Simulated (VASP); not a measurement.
Ru, 2 atoms in the cell. The structure is cubic, space group Fd-3m (No. 227). The conventional cell has a = 4.951 Å, b = 4.951 Å, c = 4.951 Å, α = 90.00°, β = 90.00°, γ = 90.00°. Within 2.8 Å of Ru (site symmetry -43m) lie 4 Ru at 2.14 Å. 

- Program: VASP 6.6.1
- Task: single point
- Functional: PBE
- Potentials or basis: VASP PAW PBE potentials, release 64 (Ru_pv)
- Cutoff: 520 eV
- k mesh: 14 × 14 × 14
- Occupations: fermi-dirac, width 0.08 eV
- Spin: no spin polarisation
- Dipole correction: no
- Further INCAR settings: ALGO = Normal; EDIFF = 1e-06; NBANDS = 21

Potentials or basis: VASP PAW PBE potentials, release 64 (Ru_pv).

The run is started by

```console
$ cat potpaw_PBE.64/Ru_pv/POTCAR > POTCAR
$ mpirun -np 1 vasp_std > vasp.out
```

Hardware: 1 thread of Intel(R) Xeon(R) Platinum 8488C (Sapphire Rapids), with other jobs on the host.

Estimate the wall time of this run.

Wall time 50 s on 1 thread of Intel(R) Xeon(R) Platinum 8488C (Sapphire Rapids), on a shared host, peak memory 0.19 GiB. Counts: scf iterations 11, k points 104.
